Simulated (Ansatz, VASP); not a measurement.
# Bi3S in VASP and in Ansatz

```
Bi S
1.0
     3.58074    0.00000    0.00000
    -1.79037    3.10101    0.00000
     0.00000    0.00000   10.16123
Bi S
3 1
Direct
  0.66667 0.33333 0.00000
  0.00000 0.00000 0.70801
  0.00000 0.00000 0.29199
  0.66667 0.33333 0.50000
```

Change from the starting cell: species swapped into the LiMg3 type (P-6m2, No. 187).

Alike in both runs: functional PBE; k mesh 6 × 6 × 2; occupations gaussian, width 0.1 eV; no spin polarisation.

Ansatz relaxed the structure, and its values are those at the end. VASP's run is a single point on that final structure, the one shown.

|  | VASP | Ansatz |
| --- | --- | --- |
| version | VASP 6.6.1 | Ansatz 0.2.0 |
| potentials or method | VASP PAW PBE potentials, release 64 (Bi_d, S), cutoff 520 eV | scalar-relativistic, plane waves, PAW |
| valence electrons in the cell | 51 | 51 |

Ansatz gave:

```
gap on the k mesh at the Fermi level (eV) : none
pressure (GPa)                            : -0.1
rms of the force components (eV/Å)        : 0.004
```

Question: What did VASP give for the same quantities?

Answer: gap on the k mesh at the Fermi level (eV): none; pressure (GPa): -0.1; rms of the force components (eV/Å): 0.003.

A gap of «none» marks a metal or a gap that the smearing closes.

Spin-orbit coupling is off throughout.
